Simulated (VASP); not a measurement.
Write the native input for VASP 6.6.1 that does the following.

| Item | Value |
| --- | --- |
| Task | single point |
| Functional | PBEsol |
| Potentials or basis | VASP PAW PBE potentials, release 64 (Ga_d) |
| Cutoff | 520 eV |
| k mesh | 15 × 15 × 15 |
| Occupations | fermi-dirac, width 0.1 eV |
| Spin | no spin polarisation |
| Dipole correction | no |
| Further INCAR settings | ALGO = Normal; EDIFF = 1e-06; NBANDS = 12 |

The structure of Ga lies in POSCAR:

```
Ga
1.0
    0.0000000000      2.1514874670      2.1514874670
    2.1514874670      0.0000000000      2.1514874670
    2.1514874670      2.1514874670      0.0000000000
Ga
1
Direct
    0.0000000000      0.0000000000      0.0000000000
```

This cell differs from its parent crystal: volume scaled by 1.12.

The input as run:

INCAR

```
  PREC = Accurate
  ENCUT = 520
  EDIFF = 1E-6
  ISMEAR = -1
  SIGMA = 0.1
  LREAL = False
  LASPH = True
  NELM = 80
  ALGO = Normal
  ISIF = 2
  LWAVE = False
  LCHARG = False
  GGA = PS
  NBANDS = 12
```

KPOINTS

```
Automatic mesh
0
Gamma
  15 15 15
```

Potentials or basis: VASP PAW PBE potentials, release 64 (Ga_d).

Command:

```bash
$ cat potpaw_PBE.64/Ga_d/POTCAR > POTCAR
$ mpirun -np 1 vasp_std > vasp.out
```

It gave:

| Item | Value |
| --- | --- |
| Pressure | -5.4 GPa |

Caveat: the PAW data sets were made with another functional, which shifts forces and pressure a little.

Wall time 9.9 s on 1 thread of Intel(R) Xeon(R) Platinum 8559C (Emerald Rapids), on a shared host, peak memory 0.15 GiB.
